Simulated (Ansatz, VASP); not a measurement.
**Two plane-wave programs on Mn**

```
CELL_PARAMETERS angstrom
2.57006 0.00000 0.00000
0.00000 2.57006 0.00000
0.00000 0.00000 3.56914
ATOMIC_POSITIONS crystal
Mn 0.00000 0.00000 0.00000
Mn 0.50000 0.50000 0.50000
```

Alike in both runs: task single point; functional PBEsol; k mesh 14 × 14 × 10; occupations fermi-dirac, width 0.05 eV; collinear spin.

|  | VASP | Ansatz |
| --- | --- | --- |
| version | VASP 6.6.1 | Ansatz 0.2.0 |
| potentials or method | VASP PAW PBE potentials, release 64 (Mn_pv), cutoff 520 eV | plane waves (420 eV) with PAW, scalar-relativistic |
| valence electrons in the cell | 26 | 30 |

VASP gave:

| Item | Value |
| --- | --- |
| pressure (GPa) | -13.0 |
| traceless stress, the component that is largest in VASP (GPa) | -3.75 |
| net moment per atom (μB) | 0.00 |
| size of the moment on the site where the two differ most (μB) | 1.99 |

Estimate Ansatz's values.

pressure (GPa): -13.4; traceless stress, the component that is largest in VASP (GPa): -3.81; net moment per atom (μB): 0.00; size of the moment on the site where the two differ most (μB): 1.92.

VASP's potentials were made for PBE, not for PBEsol, and Ansatz warns of the same on its side. Site moments also hang on the region over which each program counts them. With one functional, cell and mesh, what is left measures potentials, basis and numerics. VASP's potentials hold 26 valence electrons a cell and Ansatz's 30, so a difference there can come from the potentials and not from the codes.
